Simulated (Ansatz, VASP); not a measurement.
**Si4O: VASP beside Ansatz**

```
Si O
1.0
     5.14630    0.00000    0.00000
     0.00000    5.14630    0.00000
     0.00000    0.00000    2.54730
Si O
4 1
Direct
  0.68508 0.84893 0.50000
  0.31492 0.15107 0.50000
  0.15107 0.68508 0.50000
  0.84893 0.31492 0.50000
  0.50000 0.50000 0.00000
```

Alike in both runs: task single point; functional PBE; k mesh 8 × 8 × 14; occupations gaussian, width 0.1 eV; no spin polarisation.

```csv
,VASP,Ansatz
version,VASP 6.6.1,Ansatz 0.2.0
potentials or method,"VASP PAW PBE potentials, release 64 (Si, O), cutoff 520 eV","scalar-relativistic, plane waves, PAW"
valence electrons in the cell,22,22
```

```csv
,VASP,Ansatz,Ansatz less VASP
gap on the k mesh at the Fermi level (eV),none,none,-
pressure (GPa),0.0,0.0,+0.02
```

A gap of «none» marks a metal or a gap that the smearing closes.
